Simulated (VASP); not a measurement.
# Sn (Fd-3m) in VASP: settings compared, part 2 of 3

VASP 6.6.1.

## Step 4: Relaxation of cell and atoms, PBEsol, target pressure 30 GPa, at which the enthalpy is minimised

Contents of INCAR:

```
SYSTEM = Sn
ALGO = Normal
EDIFF = 1E-6
EDIFFG = -0.01
ENCUT = 600
GGA = PS
IBRION = 2
ISIF = 3
ISMEAR = -1
LASPH = .TRUE.
LCHARG = .FALSE.
LREAL = .FALSE.
LWAVE = .FALSE.
NELM = 80
NSW = 80
PREC = Accurate
PSTRESS = 300.0
SIGMA = 0.05
```

Contents of KPOINTS:

```
k-points
0
G
  7 7 7
  0 0 0
```

Contents of POSCAR:

```
Sn
1.0
    0.0000000000      3.2333428000      3.2333428000
    3.2333428000      0.0000000000      3.2333428000
    3.2333428000      3.2333428000      0.0000000000
Sn
2
Direct
    0.7500000000      0.7500000000      0.7500000000
    0.5000000000      0.5000000000      0.5000000000
```

Potentials or basis: VASP PAW PBE potentials, release 64 (Sn_d).

The run is started by

```bash
$ cat potpaw_PBE.64/Sn_d/POTCAR > POTCAR
$ mpirun -np 1 vasp_std > vasp.out
```

OUTCAR:

```text
SYSTEM = Sn
   EDIFF = 1E-6
   EDIFFG = -0.01
   ENCUT = 600
   GGA = PS
   IBRION = 2
   ISIF = 3
   ISMEAR = -1
   LASPH = .TRUE.
   LREAL = .FALSE.
   NELM = 80
   NSW = 80
   PREC = Accurate
   PSTRESS = 300.0

 ion  position               nearest neighbor table
   1  0.750  0.750  0.750-   2 2.80   2 2.80   2 2.80   2 2.80
   2  0.500  0.500  0.500-   1 2.80   1 2.80   1 2.80   1 2.80

  LATTYP: Found a face centered cubic cell.
 ALAT       =     6.4666856000

  Lattice vectors:

 A1 = (   0.0000000000,   3.2333428000,   3.2333428000)
 A2 = (   3.2333428000,   0.0000000000,   3.2333428000)
 A3 = (   3.2333428000,   3.2333428000,   0.0000000000)

Analysis of symmetry for initial positions (statically):
=====================================================================
 Subroutine PRICEL returns:
 Original cell was already a primitive cell.

 Routine SETGRP: Setting up the symmetry group for a
 face centered cubic supercell.

 Subroutine GETGRP returns: Found 48 space group operations
 (whereof 24 operations were pure point group operations)
 out of a pool of 48 trial point group operations.

The static configuration has the point symmetry T_d .
 The point group associated with its full space group is O_h .

Analysis of symmetry for dynamics (positions and initial velocities):
=====================================================================
 Subroutine PRICEL returns:
 Original cell was already a primitive cell.

 Routine SETGRP: Setting up the symmetry group for a
 face centered cubic supercell.

 Subroutine GETGRP returns: Found 48 space group operations
 (whereof 24 operations were pure point group operations)
 out of a pool of 48 trial point group operations.

The dynamic configuration has the point symmetry T_d .
 The point group associated with its full space group is O_h .

 Subroutine INISYM returns: Found 48 space group operations
 (whereof 24 operations are pure point group operations),
 and found     1 'primitive' translations

----------------------------------------------------------------------------------------

                                     Primitive cell

  volume of cell :      67.6060

  direct lattice vectors                    reciprocal lattice vectors
     0.000000000  3.233342800  3.233342800    -0.154638723  0.154638723  0.154638723
     3.233342800  0.000000000  3.233342800     0.154638723 -0.154638723  0.154638723
     3.233342800  3.233342800  0.000000000     0.154638723  0.154638723 -0.154638723

  length of vectors
     4.572637240  4.572637240  4.572637240     0.267842124  0.267842124  0.267842124

  position of ions in fractional coordinates (direct lattice)
     0.750000000  0.750000000  0.750000000
     0.500000000  0.500000000  0.500000000

  ion indices of the primitive-cell ions
   primitive index   ion index
                 1           1
                 2           2

----------------------------------------------------------------------------------------

 KPOINTS: k-points

Automatic generation of k-mesh.
 Grid dimensions read from file:
 generate k-points for:    7    7    7

 Generating k-lattice:

  Cartesian coordinates                     Fractional coordinates (reciprocal lattice)
    -0.022091246  0.022091246  0.022091246     0.142857143  0.000000000  0.000000000
     0.022091246 -0.022091246  0.022091246     0.000000000  0.142857143  0.000000000
     0.022091246  0.022091246 -0.022091246     0.000000000  0.000000000  0.142857143

  Length of vectors
     0.038263161  0.038263161  0.038263161

  Shift w.r.t. Gamma in fractional coordinates (k-lattice)
     0.000000000  0.000000000  0.000000000

 Subroutine IBZKPT returns following result:
 ===========================================

 Found     20 irreducible k-points:

 Following reciprocal coordinates:
            Coordinates               Weight
  0.000000  0.000000  0.000000      1.000000
  0.142857  0.000000  0.000000      8.000000
  0.285714  0.000000  0.000000      8.000000
  0.428571  0.000000  0.000000      8.000000
  0.142857  0.142857  0.000000      6.000000
  0.285714  0.142857  0.000000     24.000000
[... 12 lines left out ...]
 -0.428571  0.428571  0.142857     24.000000
 -0.285714  0.428571  0.142857     24.000000
   k-points           NKPTS =     20   k-points in BZ     NKDIM =     20   number of bands    NBANDS=     18
   number of dos      NEDOS =    301   number of ions     NIONS =      2
   total plane-waves  NPLWV =  64000
   dimension x,y,z NGX =    40 NGY =   40 NGZ =   40
   dimension x,y,z NGXF=    80 NGYF=   80 NGZF=   80
   ions per type =               2
   NGX,Y,Z   is equivalent  to a cutoff of  14.54, 14.54, 14.54 a.u.
   NGXF,Y,Z  is equivalent  to a cutoff of  29.09, 29.09, 29.09 a.u.
 SYSTEM =  Sn
   PREC   = accura    normal or accurate (medium, high low for compatibility)
   ISTART =      0    job   : 0-new  1-cont  2-samecut
   ICHARG =      2    charge: 1-file 2-atom 10-const
   ISPIN  =      1    spin polarized calculation?
   LNONCOLLINEAR =      F non collinear calculations
   LSORBIT =      F    spin-orbit coupling
   LASPH  =      T    aspherical Exc in radial PAW
   ENCUT  =  600.0 eV  44.10 Ry    6.64 a.u.   9.13  9.13  9.13*2*pi/ulx,y,z
   NELM   =     80;   NELMIN=  2; NELMDL= -5     # of ELM steps
   EDIFF  = 0.1E-05   stopping-criterion for ELM
   LREAL  =      F    real-space projection
   EDIFFG = -.1E-01   stopping-criterion for IOM
   NSW    =     80    number of steps for IOM
   IBRION =      2    ionic relax: 0-MD 1-quasi-New 2-CG
   NFREE  =      1    steps in history (QN), initial steepest desc. (CG)
   ISIF   =      3    stress and relaxation
   ISYM   =      2    0-nonsym 1-usesym 2-fastsym
   POTIM  = 0.5000    time-step for ionic-motion
   TEBEG  =    0.0;   TEEND  =   0.0 temperature during run
   PSTRESS=  300.0 pullay stress
   NELECT =      28.0000    total number of electrons
   NUPDOWN=      -1.0000    fix difference up-down
   EMIN   =  10.00;   EMAX   =-10.00  energy-range for DOS
   EFERMI =   0.00;   METHOD = LEGACY
   ISMEAR =    -1;   SIGMA  =   0.05  broadening in eV -4-tet -1-fermi 0-gaus
   EFERMI_NEDOS =   21; number of points for ismear=-14 and -15
   IALGO  =     38    algorithm
   IMIX   =      4    mixing-type and parameters
     AMIX     =   0.40;   BMIX     =  1.00
     AMIX_MAG =   1.60;   BMIX_MAG =  1.00
  volume/ion in A,a.u.               =      33.80       228.11
  Fermi-wavevector in a.u.,A,eV,Ry     =   1.220298  2.306028 20.260793  1.489126
  Thomas-Fermi vector in A             =   2.355520
   LORBIT       =      0    0 simple, 1 ext, 2 COOP (PROOUT), +10 PAW based schemes
   GGA     = PS    functional components
   LHFCALC =     F    Hartree Fock is set to
   AEXX    =    0.0000 exact exchange contribution
   IVDW    =     0    specifies the selected vdW correction
   LEPSILON=     F    determine dielectric tensor
   LRPA    =     F    only Hartree local field effects (RPA)
 conjugate gradient relaxation of ions
 non-spin polarized calculation
  energy-cutoff  :      600.00
  volume of cell :       67.61
 maximum number of plane-waves:      2281
 NGX is ok and might be reduce to    40
   NGX = 19   NGY = 19   NGZ = 19

--------------------------------------- Ionic step        1  -------------------------------------------

 number of electron      28.0000005 magnetization

 Free energy of the ion-electron system (eV)
  ---------------------------------------------------
  ext. energy  EPLUGINS =         0.00000000
  ---------------------------------------------------
  free energy    TOTEN  =        -8.43898270 eV

  energy without entropy =       -8.43701894  energy(sigma->0) =       -8.43800082

 E-fermi :   5.5433     XC(G=0):  -9.1097

 val. band max:        5.3325092492   @ k =   0.1429   0.0000   0.0000
 cond. band min:       5.5951965957   @ k =   0.4286   0.0000   0.0000
 fundamental gap:      0.2626873464
 Fermi energy:         5.5433279943

 k-point     1 :       0.0000    0.0000    0.0000
  band No.  band energies     occupation
      1     -16.0147      2.00000
      2     -16.0147      2.00000
      3     -16.0147      2.00000
      4     -15.9528      2.00000
      5     -15.9528      2.00000
      6     -15.6321      2.00000
[... 446 lines left out ...]
--------------------------------------- Ionic step        2  -------------------------------------------

 number of electron      28.0000000 magnetization

 E-fermi :  24.4842     XC(G=0): -14.6801

 val. band max:       24.2422234448   @ k =  -0.4286   0.4286   0.0000
 cond. band min:      24.4963811604   @ k =   0.4286   0.2857   0.0000
 fundamental gap:      0.2541577156
 Fermi energy:        24.4842422274

 k-point     1 :       0.0000    0.0000    0.0000
  band No.  band energies     occupation
      1      -4.1851      2.00000
      2      -4.1851      2.00000
      3      -4.1851      2.00000
      4      -4.1026      2.00000
      5      -4.1026      2.00000
      6      -1.0079      2.00000
[... 480 lines left out ...]
  energy  without entropy=       -7.6775705081  energy(sigma->0) =       -7.67821890

  enthalpy is  TOTEN    =         2.4389251966 eV   P V=       10.1177924879

[... ionic steps 4 to 15 ...]

--------------------------------------- Ionic step       16  -------------------------------------------

 number of electron      27.9999996 magnetization

------------------------ aborting loop because EDIFF is reached ----------------------------------------
[... 71 lines left out ...]
--------------------------------------- Ionic step       18  -------------------------------------------

 number of electron      27.9999996 magnetization

 Free energy of the ion-electron system (eV)
  ---------------------------------------------------
  ext. energy  EPLUGINS =         0.00000000
  ---------------------------------------------------
  free energy    TOTEN  =        -7.11238835 eV

  energy without entropy =       -7.11064934  energy(sigma->0) =       -7.11151885

 E-fermi :   9.4100     XC(G=0): -10.4837

 val. band max:        8.8868952809   @ k =   0.1429   0.0000   0.0000
 cond. band min:       9.4383505334   @ k =   0.4286   0.4286   0.0000
 fundamental gap:      0.5514552525
 Fermi energy:         9.4100406283

 k-point     1 :       0.0000    0.0000    0.0000
  band No.  band energies     occupation
      1     -13.2525      2.00000
      2     -13.2525      2.00000
      3     -13.2525      2.00000
      4     -13.1389      2.00000
      5     -13.1389      2.00000
      6     -12.4654      2.00000
[... 442 lines left out ...]
  energy  without entropy=       -7.1106493448  energy(sigma->0) =       -7.11151885

  enthalpy is  TOTEN    =         2.3175613504 eV   P V=        9.4299496959

 reached required accuracy - stopping structural energy minimisation
```

OSZICAR:

```text
N       E                     dE             d eps       ncg     rms          rms(c)
DAV:   1     0.215952842617E+03    0.21595E+03   -0.16512E+04   720   0.249E+03
DAV:   2     0.124082816851E+02   -0.20354E+03   -0.20189E+03   722   0.472E+02
DAV:   3    -0.790783663236E+01   -0.20316E+02   -0.20186E+02   832   0.152E+02
DAV:   4    -0.852836444013E+01   -0.62053E+00   -0.61940E+00   800   0.287E+01
[... 129 lines left out ...]
       N       E                     dE             d eps       ncg     rms          rms(c)
DAV:   1    -0.711244840566E+01    0.41012E-02   -0.12428E-03   824   0.679E-01    0.423E-02
DAV:   2    -0.711239873450E+01    0.49671E-04   -0.84255E-05   914   0.183E-01    0.186E-02
DAV:   3    -0.711238791663E+01    0.10818E-04   -0.31454E-05   884   0.106E-01    0.314E-03
DAV:   4    -0.711238834555E+01   -0.42891E-06   -0.16105E-06   406   0.186E-02
  18 F= 0.23175614E+01 E0= 0.23184309E+01  d E =-.310632E-03
```

Run time: 5.6 min. Hardware: 1 thread of Intel Xeon 6975P-C, shared host; peak memory 0.26 GiB.

What came out:

| Quantity | Value |
| --- | --- |
| Free energy | -7.1124 eV |
| Relaxed volume | 25.18 Å³/atom |
| Relaxed cell | a = 4.145 Å, b = 4.145 Å, c = 4.145 Å, α = 60.00°, β = 60.00°, γ = 60.00° |
| Space group after relaxing (to 0.05 Å) | Fd-3m (No. 227) |
| Energy change on relaxing (the enthalpy is what falls) | +663.3 meV/atom |
| Ionic steps | 18 |
| Pressure after relaxing | 30.0 GPa |
| Band gap on the k mesh | zero (band 14 reaches 9.46 eV, above the bottom of band 15 at 9.44 eV) |

Step by step:
```
step  energy change (eV)  largest force (eV/Å)  pressure (GPa)  volume (Å³)
   1              0.0000                0.0000            1.52        67.61
   2             28.0365                0.0000          525.53        24.21
   3              0.7601                0.0000           19.93        54.03
   4              0.9839                0.0000           24.02        52.40
   5              1.3398                0.0000           30.24        50.29
   6              1.2816                0.0000           29.26        50.60
   7              1.2842                0.0000           29.29        50.59
   8              1.2921                0.0000           29.43        50.55
   9              1.2923                0.0000           29.44        50.55
  10              1.2926                0.0000           29.42        50.54
  11              1.2932                0.0000           29.48        50.54
  12              1.2945                0.0000           29.49        50.53
  13              1.2971                0.0000           29.51        50.52
  14              1.3023                0.0000           29.60        50.49
  15              1.3127                0.0000           29.82        50.44
  16              1.3337                0.0000           30.21        50.32
  17              1.3224                0.0000           29.94        50.38
  18              1.3266                0.0000           30.02        50.36
```

Final structure:
```
Sn
1.0
     0.00000    2.93105    2.93105
     2.93105    0.00000    2.93105
     2.93105    2.93105    0.00000
Sn
2
Direct
  0.75000 0.75000 0.75000
  0.50000 0.50000 0.50000
```

Caveat: the cell is relaxed towards a set pressure, so the enthalpy falls and the energy may rise; the volume moved by over 15 % at a fixed basis, so the end points are rough; the PAW data sets were made with another functional, which shifts forces and pressure a little; spin-orbit coupling is left out, which moves the levels of the heavy elements.

(Continued in part 3 of 3.)
